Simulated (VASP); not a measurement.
# Ti (I4/mmm) in VASP: a series of runs

Ti is run at these levels: r2SCAN; tasks: single point.

Everything below comes from runs of VASP 6.6.1. Logs are shortened: lines on timing, memory, paths and dates and some standing lists are left out, and cuts for length are marked.

**1. The cell of the first run**

The structure is tetragonal, space group I4/mmm (No. 139). Conventional cell: a = 3.684 Å, b = 3.684 Å, c = 2.605 Å, α = 90.00°, β = 90.00°, γ = 90.00°. Within 3.4 Å of Ti (site symmetry 4/mmm) lie 10 Ti at 2.60 to 2.91 Å.

**2. Single point, r2SCAN**

Input file POSCAR:

```
Ti
1.0
   -1.8420529496      1.8420529496      1.3023314354
    1.8420529496     -1.8420529496      1.3023314354
    1.8420529496      1.8420529496     -1.3023314354
Ti
1
Direct
    0.0000000000      0.0000000000      0.0000000000
```

Input file INCAR.step1:

```
SYSTEM = Ti
ALGO     = Normal         ! electronic algorithm
EDIFF    = 1E-4           ! SCF threshold, eV
ENCUT    = 520            ! plane-wave cutoff, eV
GGA      = PE             ! functional
ISMEAR   = 0              ! smearing method
LASPH    = .TRUE.         ! aspherical terms in the spheres
LCHARG   = .FALSE.        ! write CHGCAR
LREAL    = .FALSE.        ! projectors in reciprocal space
LWAVE    = .TRUE.         ! write WAVECAR
NBANDS   = 12             ! bands
NELM     = 100            ! most SCF steps
PREC     = Accurate       ! precision mode
SIGMA    = 0.15           ! smearing width, eV
```

Input file INCAR.step2:

```
SYSTEM = Ti
ALGO     = Normal         ! electronic algorithm
EDIFF    = 1E-6           ! SCF threshold, eV
ENCUT    = 520            ! plane-wave cutoff, eV
ISIF     = 2              ! what is computed and relaxed
ISMEAR   = 0              ! smearing method
ISTART   = 1            
LASPH    = .TRUE.         ! aspherical terms in the spheres
LCHARG   = .FALSE.        ! write CHGCAR
LMIXTAU  = .TRUE.       
LREAL    = .FALSE.        ! projectors in reciprocal space
LWAVE    = .FALSE.        ! write WAVECAR
METAGGA  = R2SCAN         ! meta-GGA
NBANDS   = 12             ! bands
NELM     = 100            ! most SCF steps
PREC     = Accurate       ! precision mode
SIGMA    = 0.15           ! smearing width, eV
```

Input file KPOINTS:

```
k-points
0
G
  22 22 22
  0 0 0
```

Potentials or basis: VASP PAW PBE potentials, release 64 (Ti_sv).

Run with:

```sh
> cat potpaw_PBE.64/Ti_sv/POTCAR > POTCAR
> cp INCAR.step1 INCAR
> mpirun -np 1 vasp_std > vasp.out
> cp INCAR.step2 INCAR
> mpirun -np 1 vasp_std > vasp.out
```

OUTCAR:

```text
SYSTEM = Ti
   EDIFF = 1E-6
   ENCUT = 520
   ISIF = 2
   ISMEAR = 0
   ISTART = 1
   LASPH = .TRUE.
   LREAL = .FALSE.
   METAGGA = R2SCAN
   NELM = 100
   PREC = Accurate

 ion  position               nearest neighbor table
   1  0.000  0.000  0.000-

  LATTYP: Found a body centered tetragonal cell.
 ALAT       =     3.6841058992
 C/A-ratio  =     0.7070000000

  Lattice vectors:

 A1 = (  -1.8420529496,   1.8420529496,   1.3023314354)
 A2 = (   1.8420529496,  -1.8420529496,   1.3023314354)
 A3 = (   1.8420529496,   1.8420529496,  -1.3023314354)

Analysis of symmetry for initial positions (statically):
=====================================================================
 Subroutine PRICEL returns:
 Original cell was already a primitive cell.

 Routine SETGRP: Setting up the symmetry group for a
 body centered tetragonal supercell.

 Subroutine GETGRP returns: Found 16 space group operations
 (whereof 16 operations were pure point group operations)
 out of a pool of 16 trial point group operations.

The static configuration has the point symmetry D_4h.

Analysis of symmetry for dynamics (positions and initial velocities):
=====================================================================
 Subroutine PRICEL returns:
 Original cell was already a primitive cell.

 Routine SETGRP: Setting up the symmetry group for a
 body centered tetragonal supercell.

 Subroutine GETGRP returns: Found 16 space group operations
 (whereof 16 operations were pure point group operations)
 out of a pool of 16 trial point group operations.

The dynamic configuration has the point symmetry D_4h.

 Subroutine INISYM returns: Found 16 space group operations
 (whereof 16 operations are pure point group operations),
 and found     1 'primitive' translations

----------------------------------------------------------------------------------------

                                     Primitive cell

  volume of cell :      17.6761

  direct lattice vectors                    reciprocal lattice vectors
    -1.842052950  1.842052950  1.302331435     0.000000000  0.271436280  0.383926846
     1.842052950 -1.842052950  1.302331435     0.271436280  0.000000000  0.383926846
     1.842052950  1.842052950 -1.302331435     0.271436280  0.271436280  0.000000000

  length of vectors
     2.912453486  2.912453486  2.912453486     0.470188767  0.470188767  0.383868868

  position of ions in fractional coordinates (direct lattice)
     0.000000000  0.000000000  0.000000000

  ion indices of the primitive-cell ions
   primitive index   ion index
                 1           1

----------------------------------------------------------------------------------------

 KPOINTS: k-points

Automatic generation of k-mesh.
 Grid dimensions read from file:
 generate k-points for:   22   22   22

 Generating k-lattice:

  Cartesian coordinates                     Fractional coordinates (reciprocal lattice)
     0.000000000  0.012338013  0.017451220     0.045454545 -0.000000000  0.000000000
     0.012338013  0.000000000  0.017451220    -0.000000000  0.045454545  0.000000000
     0.012338013  0.012338013  0.000000000     0.000000000  0.000000000  0.045454545

  Length of vectors
     0.021372217  0.021372217  0.017448585

  Shift w.r.t. Gamma in fractional coordinates (k-lattice)
     0.000000000  0.000000000  0.000000000

 Subroutine IBZKPT returns following result:
 ===========================================

 Found    834 irreducible k-points:

 Following reciprocal coordinates:
            Coordinates               Weight
  0.000000  0.000000  0.000000      1.000000
  0.045455 -0.000000  0.000000      8.000000
  0.090909 -0.000000  0.000000      8.000000
  0.136364 -0.000000  0.000000      8.000000
  0.181818 -0.000000  0.000000      8.000000
  0.227273  0.000000 -0.000000      8.000000
[... 16 lines left out ...]
  0.500000  0.045455  0.000000     16.000000
 -0.454545  0.045455  0.000000     16.000000
 [... further k-points ...]
   k-points           NKPTS =    834   k-points in BZ     NKDIM =    834   number of bands    NBANDS=     12
   number of dos      NEDOS =    301   number of ions     NIONS =      1
   total plane-waves  NPLWV =  13824
   dimension x,y,z NGX =    24 NGY =   24 NGZ =   24
   dimension x,y,z NGXF=    48 NGYF=   48 NGZF=   48
   ions per type =               1
   NGX,Y,Z   is equivalent  to a cutoff of  13.70, 13.70, 13.70 a.u.
   NGXF,Y,Z  is equivalent  to a cutoff of  27.40, 27.40, 27.40 a.u.
 SYSTEM =  Ti
   PREC   = accura    normal or accurate (medium, high low for compatibility)
   ISTART =      1    job   : 0-new  1-cont  2-samecut
   ICHARG =      0    charge: 1-file 2-atom 10-const
   ISPIN  =      1    spin polarized calculation?
   LNONCOLLINEAR =      F non collinear calculations
   LSORBIT =      F    spin-orbit coupling
   LASPH  =      T    aspherical Exc in radial PAW
   ENCUT  =  520.0 eV  38.22 Ry    6.18 a.u.   5.42  5.42  5.42*2*pi/ulx,y,z
   NELM   =    100;   NELMIN=  2; NELMDL=  0     # of ELM steps
   EDIFF  = 0.1E-05   stopping-criterion for ELM
   LREAL  =      F    real-space projection
   EDIFFG = 0.1E-04   stopping-criterion for IOM
   NSW    =      0    number of steps for IOM
   IBRION =     -1    ionic relax: 0-MD 1-quasi-New 2-CG
   NFREE  =      0    steps in history (QN), initial steepest desc. (CG)
   ISIF   =      2    stress and relaxation
   ISYM   =      2    0-nonsym 1-usesym 2-fastsym
   POTIM  = 0.5000    time-step for ionic-motion
   TEBEG  =    0.0;   TEEND  =   0.0 temperature during run
   PSTRESS=    0.0 pullay stress
   NELECT =      12.0000    total number of electrons
   NUPDOWN=      -1.0000    fix difference up-down
   EMIN   =  10.00;   EMAX   =-10.00  energy-range for DOS
   EFERMI =   0.00;   METHOD = LEGACY
   ISMEAR =     0;   SIGMA  =   0.15  broadening in eV -4-tet -1-fermi 0-gaus
   EFERMI_NEDOS =   21; number of points for ismear=-14 and -15
   IALGO  =     38    algorithm
   IMIX   =      4    mixing-type and parameters
     AMIX     =   0.40;   BMIX     =  1.00
     AMIX_MAG =   1.60;   BMIX_MAG =  1.00
  volume/ion in A,a.u.               =      17.68       119.28
  Fermi-wavevector in a.u.,A,eV,Ry     =   1.438821  2.718977 28.166848  2.070205
  Thomas-Fermi vector in A             =   2.557745
   LORBIT       =      0    0 simple, 1 ext, 2 COOP (PROOUT), +10 PAW based schemes
   METAGGA = R2SCAN    functional components
   LHFCALC =     F    Hartree Fock is set to
   AEXX    =    0.0000 exact exchange contribution
   IVDW    =     0    specifies the selected vdW correction
   LEPSILON=     F    determine dielectric tensor
   LRPA    =     F    only Hartree local field effects (RPA)
 non-spin polarized calculation
 Gauss-broadening in eV      SIGMA  =   0.15
  energy-cutoff  :      520.00
  volume of cell :       17.68
 maximum number of plane-waves:       493
 NGX is ok and might be reduce to    24
   NGX = 11   NGY = 11   NGZ = 11

 number of electron      12.0000002 magnetization

 Free energy of the ion-electron system (eV)
  ---------------------------------------------------
  ext. energy  EPLUGINS =         0.00000000
  ---------------------------------------------------
  free energy    TOTEN  =       -12.69779838 eV

  energy without entropy =      -12.68918674  energy(sigma->0) =      -12.69349256

 E-fermi :   8.0129     XC(G=0): -12.2747

 val. band max:        8.0105504535   @ k =  -0.0909  -0.2273   0.0909
 cond. band min:       8.0155683009   @ k =  -0.2727  -0.2727   0.2727
 fundamental gap:      0.0050178474
 Fermi energy:         8.0128568251

 k-point     1 :       0.0000    0.0000    0.0000
  band No.  band energies     occupation
      1     -50.9026      2.00000
      2     -25.7482      2.00000
      3     -25.7482      2.00000
      4     -25.5187      2.00000
      5       1.6857      2.00000
      6       7.5587      1.99998
      7       8.5655      0.00000
      8      10.6884      0.00000
      9      10.6884      0.00000
     10      11.7878      0.00000
     11      23.6423      0.00000
     12      23.6423      0.00000

 k-point     2 :       0.0455   -0.0000    0.0000
  band No.  band energies     occupation
      1     -50.8981      2.00000
      2     -25.7517      2.00000
      3     -25.7508      2.00000
      4     -25.5405      2.00000
      5       1.7735      2.00000
      6       7.5910      1.99993
      7       8.6175      0.00000
      8      10.6234      0.00000
      9      10.6278      0.00000
     10      11.7573      0.00000
     11      23.7045      0.00000
     12      23.7294      0.00000

 k-point     3 :       0.0909   -0.0000    0.0000
  band No.  band energies     occupation
      1     -50.8847      2.00000
      2     -25.7640      2.00000
      3     -25.7583      2.00000
      4     -25.6019      2.00000
      5       2.0325      2.00000
      6       7.6785      1.99838
      7       8.7639      0.00000
      8      10.4465      0.00000
      9      10.4679      0.00000
     10      11.6753      0.00000
     11      23.8544      0.00000
     12      23.9658      0.00000

 k-point     4 :       0.1364   -0.0000    0.0000
  band No.  band energies     occupation
      1     -50.8635      2.00000
      2     -25.7961      2.00000
      3     -25.7700      2.00000
      4     -25.6848      2.00000
      5       2.4485      2.00000
      6       7.7889      1.96526
      7       8.9622      0.00000
      8      10.2279      0.00000
      9      10.2717      0.00000
     10      11.5599      0.00000
     11      23.9969      0.00000
     12      24.2823      0.00000

 k-point     5 :       0.1818   -0.0000    0.0000
  band No.  band energies     occupation
      1     -50.8361      2.00000
      2     -25.8856      2.00000
      3     -25.7850      2.00000
      4     -25.7412      2.00000
      5       2.9959      2.00000
      6       7.8602      1.84990
      7       9.0845      0.00000
      8      10.1375      0.00000
      9      10.1402      0.00000
     10      11.4265      0.00000
     11      24.0169      0.00000
     12      24.5774      0.00000
[... 228 lines left out ...]
      1     -50.6782      2.00000
      2     -26.5918      2.00000
      3     -25.8659      2.00000
      4     -25.8294      2.00000
      5       5.5618      2.00000
      6       6.9343      2.00000
      7       9.8115      0.00000
      8      10.7756      0.00000
      9      11.7609      0.00000
     10      12.5450      0.00000
     11      18.8609      0.00000
     12      21.6565      0.00000

 k-point    22 :       0.4545    0.0455   -0.0000
  band No.  band energies     occupation
      1     -50.6717      2.00000
      2     -26.6166      2.00000
      3     -25.8729      2.00000
      4     -25.8348      2.00000
      5       5.5797      2.00000
      6       6.8669      2.00000
      7      10.1553      0.00000
      8      10.7732      0.00000
      9      11.9768      0.00000
     10      12.5985      0.00000
     11      18.4148      0.00000
     12      21.3302      0.00000

 k-point    23 :       0.5000    0.0455    0.0000
  band No.  band energies     occupation
      1     -50.6746      2.00000
      2     -26.6001      2.00000
      3     -25.8763      2.00000
      4     -25.8350      2.00000
      5       5.5648      2.00000
      6       6.8843      2.00000
      7      10.1587      0.00000
      8      10.7738      0.00000
      9      11.9831      0.00000
     10      12.4678      0.00000
     11      18.5270      0.00000
     12      21.2720      0.00000

 k-point    24 :      -0.4545    0.0455    0.0000
  band No.  band energies     occupation
      1     -50.6868      2.00000
      2     -26.5438      2.00000
      3     -25.8754      2.00000
      4     -25.8301      2.00000
      5       5.5112      2.00000
      6       6.9829      2.00000
      7       9.8081      0.00000
      8      10.7937      0.00000
      9      11.7804      0.00000
     10      12.2131      0.00000
     11      19.1598      0.00000
     12      21.4666      0.00000

 [... further k-points ...]

------------------------ aborting loop because EDIFF is reached ----------------------------------------

  FORCE on cell =-STRESS in cart. coord.  units (eV):
  Direction    XX          YY          ZZ          XY          YZ          ZX
  --------------------------------------------------------------------------------------
  -------------------------------------------------------------------------------------
  Total       -0.9215152     -0.9215152      1.0182901      0.0000000      0.0000000      0.0000000
  in kB      -83.5270929    -83.5270929     92.2988668      0.0000000      0.0000000      0.0000000
  external PRESSURE =     -24.9184397 kB  Pullay stress =       0.0000000 kB

 VOLUME and BASIS-vectors are now :
 -----------------------------------------------------------------------------
  energy-cutoff  :      520.00
  volume of cell :       17.68
      direct lattice vectors                 reciprocal lattice vectors
    -1.842052950  1.842052950  1.302331435     0.000000000  0.271436280  0.383926846
     1.842052950 -1.842052950  1.302331435     0.271436280  0.000000000  0.383926846
     1.842052950  1.842052950 -1.302331435     0.271436280  0.271436280  0.000000000

 POSITION                                       TOTAL-FORCE (eV/Angst)
 -----------------------------------------------------------------------------------
      0.00000      0.00000      0.00000         0.000000     -0.000000      0.000000
 -----------------------------------------------------------------------------------
    total drift:                                0.000000      0.000000      0.000000

  FREE ENERGIE OF THE ION-ELECTRON SYSTEM (eV)
  ---------------------------------------------------
  free  energy   TOTEN  =       -12.6977983826 eV

  energy  without entropy=      -12.6891867385  energy(sigma->0) =      -12.69349256
```

Wall time 4.2 min (1 thread of Intel Xeon 6975P-C (Granite Rapids), shared host); peak memory 0.28 GiB.

Results:

| Property | Result |
| --- | --- |
| Free energy | -12.6978 eV |
| Pressure | -2.5 GPa |
| Band gap on the k mesh | zero (bands 6 and 7 overlap by 0.68 eV) |

Levels at points of the mesh, in eV from the Fermi level:
```
           k point  band 2  band 3  band 4  band 5  band 6  band 7  band 8  band 9  band 10  band 11
(0.00, 0.00, 0.00)  -33.76  -33.76  -33.53   -6.33   -0.45    0.55    2.68    2.68     3.77    15.63
(0.50, 0.00, 0.00)  -34.63  -33.89  -33.85   -2.47   -1.16    2.37    2.73    3.87     4.51    10.39
(0.50, 0.50, 0.00)  -34.36  -33.71  -33.61   -2.69   -0.57    0.60    2.22    2.53     4.36     7.44
(0.50, 0.50, 0.50)  -34.25  -34.25  -33.70   -2.50   -1.91    4.19    4.19    4.31     5.35     5.35
```

Caveat: the stress differs along the axes, from -8 to 9 GPa; the PAW data sets were made with another functional, which shifts forces and pressure a little.

(Continued in part 2 of 2.)
